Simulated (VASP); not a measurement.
CuI, 2 atoms in the cell. It takes space group F-43m (No. 216, cubic). The conventional cell has a = 6.078 Å, b = 6.078 Å, c = 6.078 Å, α = 90.00°, β = 90.00°, γ = 90.00°. Cu (site symmetry -43m) has 4 I at 2.63 Å within 3.5 Å. I (site symmetry -43m) has 4 Cu at 2.63 Å within 3.5 Å. 

* Program: VASP 6.6.1
* Task: relaxation of cell and atoms
* Functional: PBEsol
* Potentials or basis: VASP PAW PBE potentials, release 64 (Cu, I)
* Cutoff: 600 eV
* k mesh: 8 × 8 × 8
* Occupations: gaussian, width 0.02 eV
* Spin: no spin polarisation
* Dipole correction: no
* Further INCAR settings: ALGO = Normal; EDIFF = 1e-06; IBRION = 2; EDIFFG = -0.005; NSW = 70; ISIF = 3

Potentials or basis: VASP PAW PBE potentials, release 64 (Cu, I).

Run with:

```bash
$ cat potpaw_PBE.64/Cu/POTCAR potpaw_PBE.64/I/POTCAR > POTCAR
$ mpirun -np 1 vasp_std > vasp.out
```

Hardware: 1 thread of AMD EPYC 7R43 64-Core Processor (Zen 3), on a shared host.

Task: Estimate the wall time of this run.

Result: It took 2.3 min on 1 thread of AMD EPYC 7R43 64-Core Processor (Zen 3), with other jobs on the host, peak memory 0.18 GiB. Counts: scf iterations 35, k points 29, ion steps 3.
